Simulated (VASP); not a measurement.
# GaP (F-43m) in VASP: a series of runs

Runs on GaP. Level: PBEsol. Tasks: single point, relaxation of cell and atoms.

All numbers are computed with VASP 6.6.1; they aren't measurements. Logs are shortened: lines on timing, memory, paths and dates and some standing lists are left out, and cuts for length are marked.

**Experimental background.**

“Stacking defects in GaP nanowires: Electronic structure and optical properties”, 2018, arxiv:1810.01194 quotes, for a bulk crystal of GaP at 10 K: band gap 2.34 eV (indirect).

The results are compared with them further down.

### 1 The cell of the first run

It takes space group F-43m (No. 216, cubic). Conventional cell: a = 5.597 Å, b = 5.597 Å, c = 5.597 Å, α = 90.00°, β = 90.00°, γ = 90.00°. Ga (site symmetry -43m) has 4 P at 2.42 Å within 3.2 Å. P (site symmetry -43m) has 4 Ga at 2.42 Å within 3.2 Å.

### 2 Single point, PBEsol (21.92 Å³/atom)

File INCAR:

```
  PREC = Accurate
  ENCUT = 500
  EDIFF = 1E-6
  ISMEAR = 0
  SIGMA = 0.02
  LREAL = False
  LASPH = True
  NELM = 120
  ALGO = Normal
  ISIF = 2
  LWAVE = False
  LCHARG = False
  GGA = PS
  NBANDS = 16
  GGA_COMPAT = False
```

File KPOINTS:

```
Automatic mesh
0
Gamma
  8 8 8
```

File POSCAR:

```
GaP
1.0
    0.0000000000      2.7984700261      2.7984700261
    2.7984700261      0.0000000000      2.7984700261
    2.7984700261      2.7984700261      0.0000000000
Ga P
1 1
Direct
    0.0000000000      0.0000000000      0.0000000000
    0.2500000000      0.2500000000      0.2500000000
```

Potentials or basis: VASP PAW PBE potentials, release 64 (Ga_d, P).

Started as:

```sh
cat potpaw_PBE.64/Ga_d/POTCAR potpaw_PBE.64/P/POTCAR > POTCAR
mpirun -np 1 vasp_std > vasp.out
```

OUTCAR:

```text
PREC = Accurate
   ENCUT = 500
   EDIFF = 1E-6
   ISMEAR = 0
   LREAL = False
   LASPH = True
   NELM = 120
   ISIF = 2
   GGA = PS

 ion  position               nearest neighbor table
   1  0.000  0.000  0.000-   2 2.42   2 2.42   2 2.42   2 2.42
   2  0.250  0.250  0.250-   1 2.42   1 2.42   1 2.42   1 2.42

  LATTYP: Found a face centered cubic cell.
 ALAT       =     5.5969400522

  Lattice vectors:

 A1 = (   0.0000000000,   2.7984700261,   2.7984700261)
 A2 = (   2.7984700261,   0.0000000000,   2.7984700261)
 A3 = (   2.7984700261,   2.7984700261,   0.0000000000)

Analysis of symmetry for initial positions (statically):
=====================================================================
 Subroutine PRICEL returns:
 Original cell was already a primitive cell.

 Routine SETGRP: Setting up the symmetry group for a
 face centered cubic supercell.

 Subroutine GETGRP returns: Found 24 space group operations
 (whereof 24 operations were pure point group operations)
 out of a pool of 48 trial point group operations.

The static configuration has the point symmetry T_d .

Analysis of symmetry for dynamics (positions and initial velocities):
=====================================================================
 Subroutine PRICEL returns:
 Original cell was already a primitive cell.

 Routine SETGRP: Setting up the symmetry group for a
 face centered cubic supercell.

 Subroutine GETGRP returns: Found 24 space group operations
 (whereof 24 operations were pure point group operations)
 out of a pool of 48 trial point group operations.

The dynamic configuration has the point symmetry T_d .

 Subroutine INISYM returns: Found 24 space group operations
 (whereof 24 operations are pure point group operations),
 and found     1 'primitive' translations

----------------------------------------------------------------------------------------

                                     Primitive cell

  volume of cell :      43.8321

  direct lattice vectors                    reciprocal lattice vectors
     0.000000000  2.798470026  2.798470026    -0.178669057  0.178669057  0.178669057
     2.798470026  0.000000000  2.798470026     0.178669057 -0.178669057  0.178669057
     2.798470026  2.798470026  0.000000000     0.178669057  0.178669057 -0.178669057

  length of vectors
     3.957634265  3.957634265  3.957634265     0.309463884  0.309463884  0.309463884

[... 78 lines left out ...]
   ENCUT  =  500.0 eV  36.75 Ry    6.06 a.u.   7.22  7.22  7.22*2*pi/ulx,y,z
   NELM   =    120;   NELMIN=  2; NELMDL= -5     # of ELM steps
   EDIFF  = 0.1E-05   stopping-criterion for ELM
   LREAL  =      F    real-space projection
   EDIFFG = 0.1E-04   stopping-criterion for IOM
   NSW    =      0    number of steps for IOM
   IBRION =     -1    ionic relax: 0-MD 1-quasi-New 2-CG
   NFREE  =      0    steps in history (QN), initial steepest desc. (CG)
   ISIF   =      2    stress and relaxation
   ISYM   =      2    0-nonsym 1-usesym 2-fastsym
   POTIM  = 0.5000    time-step for ionic-motion
   TEBEG  =    0.0;   TEEND  =   0.0 temperature during run
   PSTRESS=    0.0 pullay stress
   NELECT =      18.0000    total number of electrons
   NUPDOWN=      -1.0000    fix difference up-down
   EMIN   =  10.00;   EMAX   =-10.00  energy-range for DOS
   EFERMI =   0.00;   METHOD = LEGACY
   ISMEAR =     0;   SIGMA  =   0.02  broadening in eV -4-tet -1-fermi 0-gaus
   EFERMI_NEDOS =   21; number of points for ismear=-14 and -15
   IALGO  =     38    algorithm
   IMIX   =      4    mixing-type and parameters
     AMIX     =   0.40;   BMIX     =  1.00
     AMIX_MAG =   1.60;   BMIX_MAG =  1.00
  volume/ion in A,a.u.               =      21.92       147.90
  Fermi-wavevector in a.u.,A,eV,Ry     =   1.216844  2.299502 20.146283  1.480710
  Thomas-Fermi vector in A             =   2.352185
   LORBIT       =      0    0 simple, 1 ext, 2 COOP (PROOUT), +10 PAW based schemes
   GGA     = PS    functional components
   LHFCALC =     F    Hartree Fock is set to
   AEXX    =    0.0000 exact exchange contribution
   IVDW    =     0    specifies the selected vdW correction
   LEPSILON=     F    determine dielectric tensor
   LRPA    =     F    only Hartree local field effects (RPA)
 non-spin polarized calculation
 Gauss-broadening in eV      SIGMA  =   0.02
  energy-cutoff  :      500.00
  volume of cell :       43.83
 maximum number of plane-waves:      1139
 NGX is ok and might be reduce to    30
   NGX = 15   NGY = 15   NGZ = 15

 number of electron      18.0000014 magnetization

 Free energy of the ion-electron system (eV)
  ---------------------------------------------------
  ext. energy  EPLUGINS =         0.00000000
  ---------------------------------------------------
  free energy    TOTEN  =        -9.84669253 eV

  energy without entropy =       -9.84669253  energy(sigma->0) =       -9.84669253

 E-fermi :   3.9053     XC(G=0):  -9.6658

 val. band max:        3.7904726136   @ k =   0.0000   0.0000   0.0000
 cond. band min:       4.9013974466   @ k =   0.0000   0.0000   0.0000
 fundamental gap:      1.1109248330
 Fermi energy:         3.9052889572

 k-point     1 :       0.0000    0.0000    0.0000
  band No.  band energies     occupation
      1     -10.6343      2.00000
      2     -10.6343      2.00000
      3     -10.6343      2.00000
      4     -10.5558      2.00000
      5     -10.5558      2.00000
      6      -8.1604      2.00000
[... 433 lines left out ...]
      3     -10.6010      2.00000
      4     -10.5594      2.00000
      5     -10.5501      2.00000
      6      -5.9550      2.00000
[... 8 lines left out ...]
     15      15.3932      0.00000
     16      15.7830      0.00000

 [... further k-points ...]

------------------------ aborting loop because EDIFF is reached ----------------------------------------

  FORCE on cell =-STRESS in cart. coord.  units (eV):
  Direction    XX          YY          ZZ          XY          YZ          ZX
  --------------------------------------------------------------------------------------
  -------------------------------------------------------------------------------------
  Total       -1.6676912     -1.6676912     -1.6676912     -0.0000000      0.0000000      0.0000000
  in kB      -60.9584973    -60.9584973    -60.9584973     -0.0000000      0.0000000      0.0000000
  external PRESSURE =     -60.9584973 kB  Pullay stress =       0.0000000 kB

 VOLUME and BASIS-vectors are now :
 -----------------------------------------------------------------------------
  energy-cutoff  :      500.00
  volume of cell :       43.83
      direct lattice vectors                 reciprocal lattice vectors
     0.000000000  2.798470026  2.798470026    -0.178669057  0.178669057  0.178669057
     2.798470026  0.000000000  2.798470026     0.178669057 -0.178669057  0.178669057
     2.798470026  2.798470026  0.000000000     0.178669057  0.178669057 -0.178669057

 POSITION                                       TOTAL-FORCE (eV/Angst)
 -----------------------------------------------------------------------------------
      0.00000      0.00000      0.00000        -0.000000     -0.000000     -0.000000
      1.39924      1.39924      1.39924         0.000000      0.000000      0.000000
 -----------------------------------------------------------------------------------
    total drift:                               -0.000000     -0.000000     -0.000000

  FREE ENERGIE OF THE ION-ELECTRON SYSTEM (eV)
  ---------------------------------------------------
  free  energy   TOTEN  =        -9.8466925285 eV

  energy  without entropy=       -9.8466925285  energy(sigma->0) =       -9.84669253
```

Wall time 21 s (1 thread of Intel Xeon Platinum 8259CL at 2.50GHz (Skylake/Cascade Lake), shared host); peak memory 0.17 GiB.

Results:

```yaml
Free_energy: -9.8467 eV
Pressure: -6.1 GPa
Band_gap_on_the_k_mesh: 1.11 eV
```

Caveat: the cell stands under tension; the PAW data sets were made with another functional, which shifts forces and pressure a little. A k mesh can miss the band edges.

### 3 Single point, PBEsol

This run uses another cell than the first one, of 20.11 Å³/atom.

File INCAR:

```
ALGO = Normal
EDIFF = 1E-6
ENCUT = 500
GGA = PS
GGA_COMPAT = F
ISIF = 2
ISMEAR = 0
LASPH = T
LCHARG = F
LREAL = F
LWAVE = F
NBANDS = 16
NELM = 120
PREC = Accurate
SIGMA = 0.02
```

File KPOINTS:

```
k-points
0
Gamma
  10 10 10
```

File POSCAR:

```
GaP
1.0
    0.0000000000      2.7192250995      2.7192250995
    2.7192250995      0.0000000000      2.7192250995
    2.7192250995      2.7192250995      0.0000000000
Ga P
1 1
Direct
    0.0000000000      0.0000000000      0.0000000000
    0.2500000000      0.2500000000      0.2500000000
```

Potentials or basis: VASP PAW PBE potentials, release 64 (Ga_d, P).

Started as:

```sh
cat potpaw_PBE.64/Ga_d/POTCAR potpaw_PBE.64/P/POTCAR > POTCAR
mpirun -np 1 vasp_std > vasp.out
```

OUTCAR:

```text
EDIFF = 1E-6
   ENCUT = 500
   GGA = PS
   ISIF = 2
   ISMEAR = 0
   LASPH = T
   LREAL = F
   NELM = 120
   PREC = Accurate

 ion  position               nearest neighbor table
   1  0.000  0.000  0.000-   2 2.35   2 2.35   2 2.35   2 2.35
   2  0.250  0.250  0.250-   1 2.35   1 2.35   1 2.35   1 2.35

  LATTYP: Found a face centered cubic cell.
 ALAT       =     5.4384501990

  Lattice vectors:

 A1 = (   0.0000000000,   2.7192250995,   2.7192250995)
[... 642 lines left out ...]
------------------------ aborting loop because EDIFF is reached ----------------------------------------

  FORCE on cell =-STRESS in cart. coord.  units (eV):
  Direction    XX          YY          ZZ          XY          YZ          ZX
  --------------------------------------------------------------------------------------
  -------------------------------------------------------------------------------------
  Total       -0.0238616     -0.0238616     -0.0238616      0.0000000      0.0000000     -0.0000000
  in kB       -0.9507029     -0.9507029     -0.9507029      0.0000000      0.0000000     -0.0000000
  external PRESSURE =      -0.9507029 kB  Pullay stress =       0.0000000 kB

 VOLUME and BASIS-vectors are now :
 -----------------------------------------------------------------------------
  energy-cutoff  :      500.00
  volume of cell :       40.21
      direct lattice vectors                 reciprocal lattice vectors
     0.000000000  2.719225100  2.719225100    -0.183875914  0.183875914  0.183875914
     2.719225100  0.000000000  2.719225100     0.183875914 -0.183875914  0.183875914
     2.719225100  2.719225100  0.000000000     0.183875914  0.183875914 -0.183875914

 POSITION                                       TOTAL-FORCE (eV/Angst)
 -----------------------------------------------------------------------------------
      0.00000      0.00000      0.00000        -0.000000     -0.000000      0.000000
      1.35961      1.35961      1.35961         0.000000      0.000000     -0.000000
 -----------------------------------------------------------------------------------
    total drift:                                0.000001      0.000001      0.000001

  FREE ENERGIE OF THE ION-ELECTRON SYSTEM (eV)
  ---------------------------------------------------
  free  energy   TOTEN  =        -9.9232311952 eV

  energy  without entropy=       -9.9232311952  energy(sigma->0) =       -9.92323120
```

OSZICAR:

```text
N       E                     dE             d eps       ncg     rms          rms(c)
DAV:   1     0.799834605199E+02    0.79983E+02   -0.88811E+03  1544   0.157E+03
DAV:   2    -0.381121160163E+01   -0.83795E+02   -0.79657E+02  1688   0.308E+02
DAV:   3    -0.101082697392E+02   -0.62971E+01   -0.62767E+01  1864   0.656E+01
DAV:   4    -0.102079554405E+02   -0.99686E-01   -0.99663E-01  1920   0.908E+00
DAV:   5    -0.102098882840E+02   -0.19328E-02   -0.19328E-02  1840   0.113E+00    0.415E+00
DAV:   6    -0.996444984605E+01    0.24544E+00   -0.35151E-01  2328   0.114E+01    0.264E+00
DAV:   7    -0.992584859531E+01    0.38601E-01   -0.81022E-02  2176   0.221E+00    0.991E-01
DAV:   8    -0.992303531726E+01    0.28133E-02   -0.11839E-02  1768   0.127E+00    0.175E-01
DAV:   9    -0.992318203076E+01   -0.14671E-03   -0.10115E-03  2184   0.435E-01    0.654E-02
DAV:  10    -0.992320506113E+01   -0.23030E-04   -0.61185E-05  2184   0.800E-02    0.289E-02
DAV:  11    -0.992323129957E+01   -0.26238E-04   -0.27107E-05  1760   0.537E-02    0.602E-03
DAV:  12    -0.992323119518E+01    0.10440E-06   -0.94255E-07  1488   0.115E-02
   1 F= -.99232312E+01 E0= -.99232312E+01  d E =-.135415E-35
```

It took 25 s on 1 thread of Intel Xeon Platinum 8259CL at 2.50GHz (Skylake/Cascade Lake), shared host; peak memory 0.17 GiB.

Results:

* Free energy: -9.9232 eV
* Pressure: -0.1 GPa
* Band gap on the k mesh: 1.47 eV (least direct gap 1.81 eV)

Levels at points of the mesh, in eV from the valence-band top:
```tsv
k point	band 5	band 6	band 7	band 8	band 9	band 10	band 11	band 12	band 13	band 14
(0.00, 0.00, 0.00)	-14.45	-12.57	0.00	0.00	0.00	1.81	3.83	3.83	3.83	8.60
(0.50, 0.00, 0.00)	-14.44	-10.46	-6.73	-1.14	-1.14	1.61	4.65	4.65	8.10	10.79
(0.50, 0.50, 0.00)	-14.43	-9.54	-6.84	-2.74	-2.74	1.50	1.71	10.60	10.60	11.14
```

Caveat: the PAW data sets were made with another functional, which shifts forces and pressure a little.

### 4 Relaxation of cell and atoms, PBEsol

This run uses another cell than the first one, of 20.24 Å³/atom.

File INCAR:

```
SYSTEM = GaP
  PREC = Accurate
  ENCUT = 500
  EDIFF = 1E-7
  ISMEAR = 0
  SIGMA = 0.02
  LREAL = .FALSE.
  LASPH = .TRUE.
  NELM = 120
  ALGO = Normal
  ISIF = 3
  LWAVE = .FALSE.
  LCHARG = .FALSE.
  GGA = PS
  IBRION = 2
  NSW = 100
  EDIFFG = -0.002
  GGA_COMPAT = .FALSE.
  NELMIN = 4
```

File KPOINTS:

```
Automatic mesh
0
G
  8 8 8
  0 0 0
```

File POSCAR:

```
GaP
1.0
    0.0000000000      2.7252500000      2.7252500000
    2.7252500000      0.0000000000      2.7252500000
    2.7252500000      2.7252500000      0.0000000000
Ga P
1 1
Direct
    0.0000000000      0.0000000000      0.0000000000
    0.2500000000      0.2500000000      0.2500000000
```

Potentials or basis: VASP PAW PBE potentials, release 64 (Ga_d, P).

Started as:

```sh
cat potpaw_PBE.64/Ga_d/POTCAR potpaw_PBE.64/P/POTCAR > POTCAR
mpirun -np 1 vasp_std > vasp.out
```

OUTCAR:

```text
SYSTEM = GaP
   PREC = Accurate
   ENCUT = 500
   EDIFF = 1E-7
   ISMEAR = 0
   LREAL = .FALSE.
   LASPH = .TRUE.
   NELM = 120
   ISIF = 3
   GGA = PS
   IBRION = 2
   NSW = 100
   EDIFFG = -0.002
   NELMIN = 4

 ion  position               nearest neighbor table
   1  0.000  0.000  0.000-   2 2.36   2 2.36   2 2.36   2 2.36
   2  0.250  0.250  0.250-   1 2.36   1 2.36   1 2.36   1 2.36

  LATTYP: Found a face centered cubic cell.
 ALAT       =     5.4505000000

  Lattice vectors:

 A1 = (   0.0000000000,   2.7252500000,   2.7252500000)
 A2 = (   2.7252500000,   0.0000000000,   2.7252500000)
 A3 = (   2.7252500000,   2.7252500000,   0.0000000000)

Analysis of symmetry for initial positions (statically):
=====================================================================
[... 268 lines left out ...]
      5      -9.8061      2.00000
      6      -7.9356      2.00000
      7       4.6450      2.00000
      8       4.6450      2.00000
      9       4.6450      2.00000
     10       6.4564      0.00000
     11       8.4696      0.00000
     12       8.4696      0.00000
     13       8.4696      0.00000
[... 354 lines left out ...]
  band No.  band energies     occupation
      1     -10.0003      2.00000
      2      -9.8774      2.00000
      3      -9.8647      2.00000
      4      -9.8117      2.00000
      5      -9.7986      2.00000
      6      -5.4057      2.00000
      7      -1.8642      2.00000
      8       1.3765      2.00000
      9       2.6624      2.00000
     10       8.0598      0.00000
     11       8.8330      0.00000
     12      11.0758      0.00000
     13      12.5045      0.00000

 [... further k-points ...]

------------------------ aborting loop because EDIFF is reached ----------------------------------------

  FORCE on cell =-STRESS in cart. coord.  units (eV):
  Direction    XX          YY          ZZ          XY          YZ          ZX
  --------------------------------------------------------------------------------------
  -------------------------------------------------------------------------------------
  Total       -0.0008974     -0.0008974     -0.0008974      0.0000000      0.0000000     -0.0000000
  in kB       -0.0357843     -0.0357843     -0.0357843      0.0000000      0.0000000     -0.0000000
  external PRESSURE =      -0.0357843 kB  Pullay stress =       0.0000000 kB
[... 17 lines left out ...]
  FREE ENERGIE OF THE ION-ELECTRON SYSTEM (eV)
  ---------------------------------------------------
  free  energy   TOTEN  =        -9.9210673774 eV

  energy  without entropy=       -9.9210673774  energy(sigma->0) =       -9.92106738

 reached required accuracy - stopping structural energy minimisation
```

It took 33 s on 1 thread of Intel Xeon Platinum 8259CL at 2.50GHz (Skylake/Cascade Lake), shared host; peak memory 0.16 GiB.

What came out:

| Item | Value |
| --- | --- |
| Free energy | -9.9211 eV |
| Relaxed volume | 20.09 Å³/atom |
| Relaxed cell | a = 3.845 Å, b = 3.845 Å, c = 3.845 Å, α = 60.00°, β = 60.00°, γ = 60.00° |
| Space group after relaxing (to 0.1 Å) | F-43m (No. 216) |
| Energy gained by relaxing | 0.3 meV/atom |
| Ionic steps | 3 |
| Pressure after relaxing | 0.0 GPa |
| Band gap on the k mesh | 1.50 eV (least direct gap 1.81 eV) |

Step by step:
```csv
step,energy change (eV),largest force (eV/Å),pressure (GPa),volume (Å³)
1,0.0000,0.0000,-0.62,40.48
2,-0.0004,0.0000,0.35,40.03
3,-0.0006,0.0000,0.00,40.18
```

Final structure:
```
Ga P
1.0
     0.00000    2.71851    2.71851
     2.71851    0.00000    2.71851
     2.71851    2.71851    0.00000
Ga P
1 1
Direct
  0.00000 0.00000 0.00000
  0.25000 0.25000 0.25000
```

Levels at points of the mesh, in eV from the valence-band top:
```tsv
k point	band 7	band 8	band 9	band 10	band 11	band 12
(0.00, 0.00, 0.00)	0.00	0.00	0.00	1.81	3.82	3.82
(0.50, 0.00, 0.00)	-6.74	-1.14	-1.14	1.61	4.65	4.65
(0.50, 0.50, 0.00)	-6.84	-2.74	-2.74	1.50	1.71	10.61
```

Caveat: the PAW data sets were made with another functional, which shifts forces and pressure a little.

### 5 The runs side by side

| task | cell | k mesh | gap on the mesh (eV) | pressure (GPa) |
| --- | --- | --- | --- | --- |
| single point | a = 3.958 Å, angles 60.0°, 2 atoms | 8 × 8 × 8 | 1.11 | -6.1 |
| single point | a = 3.846 Å, angles 60.0°, 2 atoms | 10 × 10 × 10 | 1.47 | -0.1 |
| relaxation of cell and atoms | relaxed from a = 3.854 Å, angles 60.0°, 2 atoms | 8 × 8 × 8 | 1.50 | 0.0 |

Alike in all rows: level PBEsol; potentials or basis VASP PAW PBE potentials, release 64 (Ga_d, P); no spin polarisation; cutoff (eV) 500; smearing gaussian 0.02 eV.

Caveats: the PAW data sets were made with another functional, which shifts forces and pressure a little; the cell stands under tension (at least some runs).

Absolute energies hang on the potentials; compare differences alone.

### 6 How close it comes

Step 3. Measured gap of GaP: 2.34 eV (indirect; 10 K; quoted in “Stacking defects in GaP nanowires: Electronic structure and optical properties”, 2018, arxiv:1810.01194). This calculation gives 1.47 eV (-0.87 eV). Spin-orbit coupling on Ga is left out. The value is that of PBEsol on a finite k mesh, which can miss the band edges, without temperature or zero-point motion. Semilocal functionals fall short of measured gaps as a rule.
